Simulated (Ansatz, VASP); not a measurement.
# One calculation of I, two programs

```
I
1.0
    13.00000    0.00000    0.00000
     0.00000   13.30000    0.00000
     0.00000    0.00000   13.60000
I
2
Direct
  0.39777 0.50000 0.50000
  0.60223 0.50000 0.50000
```

Alike in both runs: functional PBEsol; k mesh 1 × 1 × 1; occupations gaussian, width 0.01 eV; no spin polarisation.

Ansatz relaxed the structure, and its values are those at the end. VASP's run is a single point on that final structure, the one shown.

|  | VASP | Ansatz |
| --- | --- | --- |
| version | VASP 6.6.1 | Ansatz 0.2.0 |
| potentials or method | VASP PAW PBE potentials, release 64 (I), cutoff 520 eV | scalar-relativistic, plane waves, PAW |
| valence electrons in the cell | 14 | 34 |

```tsv
	VASP	Ansatz	Ansatz less VASP
gap on the k mesh at the Fermi level (eV)	1.88	1.87	-0.012
rms of the force components (eV/Å)	0.006	0.001	-0.0053
```

VASP's potentials were made for PBE, not for PBEsol. VASP's potentials hold 14 valence electrons a cell and Ansatz's 34, so a difference there can come from the potentials and not from the codes. Ansatz's warnings: stress scf threshold loose.

Neither program's run includes spin-orbit coupling.
